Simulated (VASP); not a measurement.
# Sr4Ti4O11 (a cell with a defect) in VASP: single point with PBE

Aim: the single point of Sr4Ti4O11 (a cell with a defect) with PBE.

Everything below comes from runs of VASP 6.6.1. Logs are shortened: lines on timing, memory, paths and dates and some standing lists are left out, and cuts for length are marked.

## Step 1: The cell of the first run

The cell holds a defect, 19 atoms: a = 6.818 Å, b = 6.818 Å, c = 6.818 Å, α = 109.47°, β = 109.47°, γ = 109.47°.

## Step 2: Single point, PBE, collinear spin, ferromagnetic start

Input file INCAR:

```
SYSTEM = Sr4Ti4O11
ALGO = Normal
EDIFF = 1E-6
ENCUT = 520
GGA = PE
ISIF = 2
ISMEAR = 0
ISPIN = 2
LASPH = .True.
LCHARG = .False.
LMAXMIX = 4
LORBIT = 11
LREAL = Auto
LWAVE = .False.
MAGMOM = 0.2 0.2 0.2 0.2 0.2 0.2 0.2 0.2 0.2 0.2 0.2 0.2 0.2 0.2 0.2 0.2 0.2 0.2 0.2
NBANDS = 96
NELECT = 151.0
NELM = 150
PREC = Accurate
SIGMA = 0.02
```

Input file KPOINTS:

```
k-points
0
Gamma
  3 3 3
  0 0 0
```

Input file POSCAR:

```
Sr4Ti4O11
1.0
   -3.9364226094      3.9364226094      3.9364226094
    3.9364226094     -3.9364226094      3.9364226094
    3.9364226094      3.9364226094     -3.9364226094
Sr Ti O
4 4 11
Direct
   -0.0006841079     -0.0006841079     -0.0013682158
    0.5006841079      0.5006841079      0.0013682158
    0.5006841079     -0.0006841079      0.5000000000
   -0.0006841079      0.5006841079      0.5000000000
    0.5166314783      0.5166314783      0.5000000000
   -0.0166314783     -0.0166314783      0.5000000000
    0.0000000000      0.5000000000      0.0000000000
    0.5000000000      0.0000000000      0.0000000000
    0.2380841942      0.4816847366      0.2563994577
    0.7747147211      0.0183152634      0.2563994577
    0.7252852789      0.4816847366      0.7436005423
    0.2619158058      0.0183152634      0.7436005423
    0.7500000000      0.7500000000      0.5000000000
    0.2500000000      0.7500000000      0.0000000000
    0.7500000000      0.2500000000      0.0000000000
    0.4816847366      0.7252852789      0.7436005423
    0.0183152634      0.2619158058      0.7436005423
    0.0183152634      0.7747147211      0.2563994577
    0.4816847366      0.2380841942      0.2563994577
```

Potentials or basis: VASP PAW PBE potentials, release 64 (Sr_sv, Ti_sv, O).

The run is started by

```bash
> cat potpaw_PBE.64/Sr_sv/POTCAR potpaw_PBE.64/Ti_sv/POTCAR potpaw_PBE.64/O/POTCAR > POTCAR
> mpirun -np 1 vasp_std > vasp.out
```

OUTCAR:

```text
SYSTEM = Sr4Ti4O11
   EDIFF = 1E-6
   ENCUT = 520
   GGA = PE
   ISIF = 2
   ISMEAR = 0
   ISPIN = 2
   LASPH = .True.
   LORBIT = 11
   LREAL = Auto
   NELECT = 151.0
   NELM = 150
   PREC = Accurate

 ion  position               nearest neighbor table
   1  0.999  0.999  0.999-  10 2.69  18 2.69   9 2.69  19 2.69  13 2.78  14 2.78  15 2.78  11 2.88
                            16 2.88  12 2.88  17 2.88   6 3.33   5 3.33   8 3.41   8 3.41   7 3.41
   2  0.501  0.501  0.001-  11 2.69  16 2.69  12 2.69  17 2.69  13 2.78  14 2.78  15 2.78  10 2.88
                            18 2.88   9 2.88  19 2.88   6 3.33   5 3.33   8 3.41   7 3.41   8 3.41
   3  0.501  0.999  0.500-  12 2.69  19 2.69  18 2.69  11 2.69  13 2.78  15 2.78  14 2.78  16 2.88
                            10 2.88  17 2.88   9 2.88   5 3.33   6 3.33   8 3.41   7 3.41   8 3.41
   4  0.999  0.501  0.500-   9 2.69  17 2.69  16 2.69  10 2.69  13 2.78  14 2.78  15 2.78  18 2.88
                            11 2.88  12 2.88  19 2.88   5 3.33   6 3.33   7 3.41   8 3.41   8 3.41
   5  0.517  0.517  0.500-  13 1.84  11 1.94  16 1.94   9 1.94  19 1.94   2 3.33   3 3.33   4 3.33
                             1 3.33   2 3.49   3 3.49   4 3.49   1 3.49
   6  0.983  0.983  0.500-  13 1.84  10 1.94  18 1.94  17 1.94  12 1.94   2 3.33   3 3.33   4 3.33
                             1 3.33   2 3.49   3 3.49   4 3.49   1 3.49
   7  0.000  0.500  0.000-  14 1.97  15 1.97   9 2.02  17 2.02  11 2.02  18 2.02   3 3.41   1 3.41
                             2 3.41   4 3.41   2 3.41   4 3.41   1 3.41   3 3.41
   8  0.500  0.000  0.000-  14 1.97  15 1.97  12 2.02  19 2.02  16 2.02  10 2.02   4 3.41   1 3.41
                             2 3.41   3 3.41   2 3.41   3 3.41   1 3.41   4 3.41
   9  0.238  0.482  0.256-   5 1.94   7 2.02   4 2.69   1 2.69   3 2.88   2 2.88
  10  0.775  0.018  0.256-   6 1.94   8 2.02   1 2.69   4 2.69   3 2.88   2 2.88
  11  0.725  0.482  0.744-   5 1.94   7 2.02   2 2.69   3 2.69   4 2.88   1 2.88
  12  0.262  0.018  0.744-   6 1.94   8 2.02   3 2.69   2 2.69   4 2.88   1 2.88
  13  0.750  0.750  0.500-   5 1.84   6 1.84   3 2.78   4 2.78   1 2.78   2 2.78
  14  0.250  0.750  0.000-   7 1.97   8 1.97   3 2.78   1 2.78   2 2.78   4 2.78
  15  0.750  0.250  0.000-   7 1.97   8 1.97   4 2.78   1 2.78   2 2.78   3 2.78
  16  0.482  0.725  0.744-   5 1.94   8 2.02   2 2.69   4 2.69   3 2.88   1 2.88
  17  0.018  0.262  0.744-   6 1.94   7 2.02   4 2.69   2 2.69   3 2.88   1 2.88
  18  0.018  0.775  0.256-   6 1.94   7 2.02   1 2.69   3 2.69   4 2.88   2 2.88
  19  0.482  0.238  0.256-   5 1.94   8 2.02   3 2.69   1 2.69   4 2.88   2 2.88

  LATTYP: Found a body centered cubic cell.
 ALAT       =     7.8728452188

  Lattice vectors:

 A1 = (  -3.9364226094,   3.9364226094,   3.9364226094)
 A2 = (   3.9364226094,  -3.9364226094,   3.9364226094)
 A3 = (   3.9364226094,   3.9364226094,  -3.9364226094)

Analysis of symmetry for initial positions (statically):
=====================================================================
 Subroutine PRICEL returns:
 Original cell was already a primitive cell.

 Routine SETGRP: Setting up the symmetry group for a
 body centered cubic supercell.

 Subroutine GETGRP returns: Found 16 space group operations
 (whereof  4 operations were pure point group operations)
 out of a pool of 48 trial point group operations.

The static configuration has the point symmetry C_2v.
 The point group associated with its full space group is D_4h.

Analysis of symmetry for dynamics (positions and initial velocities):
=====================================================================
 Subroutine PRICEL returns:
 Original cell was already a primitive cell.

 Routine SETGRP: Setting up the symmetry group for a
 body centered cubic supercell.

 Subroutine GETGRP returns: Found 16 space group operations
 (whereof  4 operations were pure point group operations)
 out of a pool of 48 trial point group operations.

The dynamic configuration has the point symmetry C_2v.
 The point group associated with its full space group is D_4h.

Analysis of structural, dynamic, and magnetic symmetry:
=====================================================================
 Subroutine PRICEL returns:
 Original cell was already a primitive cell.

 Routine SETGRP: Setting up the symmetry group for a
 body centered cubic supercell.

 Subroutine GETGRP returns: Found 16 space group operations
 (whereof  4 operations were pure point group operations)
 out of a pool of 48 trial point group operations.

[... 106 lines left out ...]
 SYSTEM =  Sr4Ti4O11
   PREC   = accura    normal or accurate (medium, high low for compatibility)
   ISTART =      0    job   : 0-new  1-cont  2-samecut
   ICHARG =      2    charge: 1-file 2-atom 10-const
   ISPIN  =      2    spin polarized calculation?
   LNONCOLLINEAR =      F non collinear calculations
   LSORBIT =      F    spin-orbit coupling
   LASPH  =      T    aspherical Exc in radial PAW
   ENCUT  =  520.0 eV  38.22 Ry    6.18 a.u.  12.68 12.68 12.68*2*pi/ulx,y,z
   NELM   =    150;   NELMIN=  2; NELMDL= -5     # of ELM steps
   EDIFF  = 0.1E-05   stopping-criterion for ELM
   LREAL  =      T    real-space projection
   EDIFFG = 0.1E-04   stopping-criterion for IOM
   NSW    =      0    number of steps for IOM
   IBRION =     -1    ionic relax: 0-MD 1-quasi-New 2-CG
   NFREE  =      0    steps in history (QN), initial steepest desc. (CG)
   ISIF   =      2    stress and relaxation
   ISYM   =      2    0-nonsym 1-usesym 2-fastsym
   POTIM  = 0.5000    time-step for ionic-motion
   TEBEG  =    0.0;   TEEND  =   0.0 temperature during run
   PSTRESS=    0.0 pullay stress
   NELECT =     151.0000    total number of electrons
   NUPDOWN=      -1.0000    fix difference up-down
   EMIN   =  10.00;   EMAX   =-10.00  energy-range for DOS
   EFERMI =   0.00;   METHOD = LEGACY
   ISMEAR =     0;   SIGMA  =   0.02  broadening in eV -4-tet -1-fermi 0-gaus
   EFERMI_NEDOS =   21; number of points for ismear=-14 and -15
   IALGO  =     38    algorithm
   IMIX   =      4    mixing-type and parameters
     AMIX     =   0.40;   BMIX     =  1.00
     AMIX_MAG =   1.60;   BMIX_MAG =  1.00
  volume/ion in A,a.u.               =      12.84        86.66
  Fermi-wavevector in a.u.,A,eV,Ry     =   1.395122  2.636398 26.481898  1.946365
  Thomas-Fermi vector in A             =   2.518604
   LORBIT       =     11    0 simple, 1 ext, 2 COOP (PROOUT), +10 PAW based schemes
   GGA     = PE    functional components
   LHFCALC =     F    Hartree Fock is set to
   AEXX    =    0.0000 exact exchange contribution
   IVDW    =     0    specifies the selected vdW correction
   LEPSILON=     F    determine dielectric tensor
   LRPA    =     F    only Hartree local field effects (RPA)
 spin polarized calculation
 Gauss-broadening in eV      SIGMA  =   0.02
  energy-cutoff  :      520.00
  volume of cell :      243.99
 maximum number of plane-waves:      6603
 NGX is ok and might be reduce to    54
   NGX = 25   NGY = 25   NGZ = 25

 number of electron     151.0000012 magnetization       0.7750987

 Free energy of the ion-electron system (eV)
  ---------------------------------------------------
  ext. energy  EPLUGINS =         0.00000000
  ---------------------------------------------------
  free energy    TOTEN  =      -165.51692903 eV

  energy without entropy =     -165.51520041  energy(sigma->0) =     -165.51606472

 E-fermi :   3.3027     XC(G=0): -10.7335

 val. band max:        3.2834095559   @ k =   0.3333   0.3333   0.0000
 cond. band min:       3.3037218010   @ k =   0.0000   0.0000   0.3333
 fundamental gap:      0.0203122451
 Fermi energy:         3.3026839605

 spin component 1

 k-point     1 :       0.0000    0.0000    0.0000
  band No.  band energies     occupation
      1     -53.0662      1.00000
      2     -53.0649      1.00000
      3     -52.9774      1.00000
      4     -52.9753      1.00000
      5     -29.4898      1.00000
      6     -29.4067      1.00000
[... 529 lines left out ...]
     86       7.3216      0.00000
     87       7.6842      0.00000
 Fermi energy:         3.3026839605

 spin component 2

 k-point     1 :       0.0000    0.0000    0.0000
  band No.  band energies     occupation
      1     -53.0890      1.00000
      2     -53.0877      1.00000
      3     -52.9973      1.00000
      4     -52.9952      1.00000
      5     -29.5059      1.00000
      6     -29.4232      1.00000
[... 529 lines left out ...]
     86       7.3550      0.00000
     87       7.6822      0.00000
 [bands above 87 left out]

------------------------ aborting loop because EDIFF is reached ----------------------------------------

  FORCE on cell =-STRESS in cart. coord.  units (eV):
  Direction    XX          YY          ZZ          XY          YZ          ZX
  --------------------------------------------------------------------------------------
  -------------------------------------------------------------------------------------
  Total      -25.6975952    -25.6975952    -22.1109633      0.0000000      0.0000000      0.0000000
  in kB     -168.7477235   -168.7477235   -145.1954819      0.0000000      0.0000000      0.0000000
  external PRESSURE =    -160.8969763 kB  Pullay stress =       0.0000000 kB

 VOLUME and BASIS-vectors are now :
 -----------------------------------------------------------------------------
  energy-cutoff  :      520.00
  volume of cell :      243.99
      direct lattice vectors                 reciprocal lattice vectors
    -3.936422609  3.936422609  3.936422609     0.000000000  0.127018882  0.127018882
     3.936422609 -3.936422609  3.936422609     0.127018882  0.000000000  0.127018882
     3.936422609  3.936422609 -3.936422609     0.127018882  0.127018882  0.000000000

 POSITION                                       TOTAL-FORCE (eV/Angst)
 -----------------------------------------------------------------------------------
      3.93104      3.93104      3.93642        -0.044763     -0.044763     -0.000000
      0.00539      0.00539      3.93642         0.044763      0.044763      0.000000
      3.93104      0.00539      3.93642        -0.044763      0.044763      0.000000
      0.00539      3.93104      3.93642         0.044763     -0.044763      0.000000
      1.96821      1.96821      2.09915         0.000000      0.000000      0.143577
      1.96821      1.96821      5.77370         0.000000      0.000000     -0.143577
[... 11 lines left out ...]
      3.98680     -1.96821      2.11240        -0.010436      0.000000     -0.009874
      0.05038      1.96821      1.82402        -0.010436      0.000000      0.009874
 -----------------------------------------------------------------------------------
    total drift:                                0.000000     -0.000000      0.000000

  FREE ENERGIE OF THE ION-ELECTRON SYSTEM (eV)
  ---------------------------------------------------
  free  energy   TOTEN  =      -165.5169290283 eV

  energy  without entropy=     -165.5152004121  energy(sigma->0) =     -165.51606472

 total charge

# of ion       s       p       d       tot
------------------------------------------
    1        1.993   5.784   0.161   7.939
    2        1.993   5.784   0.161   7.939
    3        1.993   5.784   0.161   7.939
    4        1.993   5.784   0.161   7.939
    5        2.225   6.286   1.771  10.282
    6        2.225   6.286   1.771  10.282
[... 11 lines left out ...]
   18        1.566   3.412   0.000   4.978
   19        1.566   3.412   0.000   4.978
--------------------------------------------------
tot         34.052  85.856   7.395 127.303

 magnetization (x)

# of ion       s       p       d       tot
------------------------------------------
    1       -0.000  -0.000  -0.001  -0.001
    2       -0.000  -0.000  -0.001  -0.001
    3       -0.000  -0.000  -0.001  -0.001
    4       -0.000  -0.000  -0.001  -0.001
    5       -0.001  -0.000  -0.021  -0.022
    6       -0.001  -0.000  -0.021  -0.022
[... 11 lines left out ...]
   18        0.001   0.078   0.000   0.079
   19        0.001   0.078   0.000   0.079
--------------------------------------------------
tot          0.007   0.730  -0.089   0.648
```

Run time: 39 min. Hardware: 1 thread of AMD EPYC 7R43 (Zen 3), shared host; peak memory 0.55 GiB.

Results:

- Free energy: -165.5169 eV
- Largest force: 0.144 eV/Å
- Net moment: 0.78 μB per cell
- Site moments: Sr -0.00; Ti -0.02; O +0.08, +0.01, +0.05 (each value once) μB
- Valence electrons inside the program's atomic spheres: Sr 7.94; Ti 10.28, 10.06 (each value once); O 4.98, 5.06, 4.99 (each value once)

Forces in eV/Å, atoms in the order of the input:
```
Sr  -0.045 -0.045  0.000
Sr   0.045  0.045  0.000
Sr  -0.045  0.045  0.000
Sr   0.045 -0.045  0.000
Ti   0.000  0.000  0.144
Ti   0.000  0.000 -0.144
Ti   0.000  0.000  0.000
Ti   0.000  0.000  0.000
O    0.000 -0.010  0.010
O    0.000 -0.010 -0.010
O    0.000  0.010  0.010
O    0.000  0.010 -0.010
O    0.000  0.000  0.000
O    0.000  0.000  0.000
O    0.000  0.000  0.000
O    0.010  0.000  0.010
O    0.010  0.000 -0.010
O   -0.010  0.000 -0.010
O   -0.010  0.000  0.010
```

Caveat: the k points lie up to 0.38 Å⁻¹ apart; the cell carries a net charge on a neutralising background, which shifts energy and pressure; the cell is charged against a uniform background, so pressure and absolute levels hang on convention; semilocal functionals often make such compounds metallic where correlation or magnetic order opens a gap, which also shifts bond lengths.
